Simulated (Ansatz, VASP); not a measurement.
# Cu in VASP and in Ansatz

```
Cu
1.0
     1.14662   -3.74191    0.00000
     1.14662    3.74191    0.00000
     0.00000    0.00000    2.79544
Cu
2
Direct
  0.13387 0.86613 0.25000
  0.86613 0.13387 0.75000
```

Alike in both runs: task single point; functional PBEsol; k mesh 22 × 22 × 22; occupations gaussian, width 0.15 eV; no spin polarisation.

|  | VASP | Ansatz |
| --- | --- | --- |
| version | VASP 6.6.1 | Ansatz 0.2.0 |
| potentials or method | VASP PAW PBE potentials, release 64 (Cu), cutoff 520 eV | scalar-relativistic, plane waves, PAW |
| valence electrons in the cell | 22 | 38 |

```csv
,VASP,Ansatz,Ansatz less VASP
gap on the k mesh at the Fermi level (eV),none,none,-
pressure (GPa),3.2,2.6,-0.68
"traceless stress, the component that is largest in VASP (GPa)",17.55,17.57,+0.019
rms of the force components (eV/Å),0.019,0.015,-0.0035
```

VASP's potentials were made for PBE, not for PBEsol. Atom by atom the forces differ by 0.003 eV/Å (rms over components). A gap of «none» marks a metal or a gap that the smearing closes. VASP's potentials hold 22 valence electrons a cell and Ansatz's 38, so a difference there can come from the potentials and not from the codes.
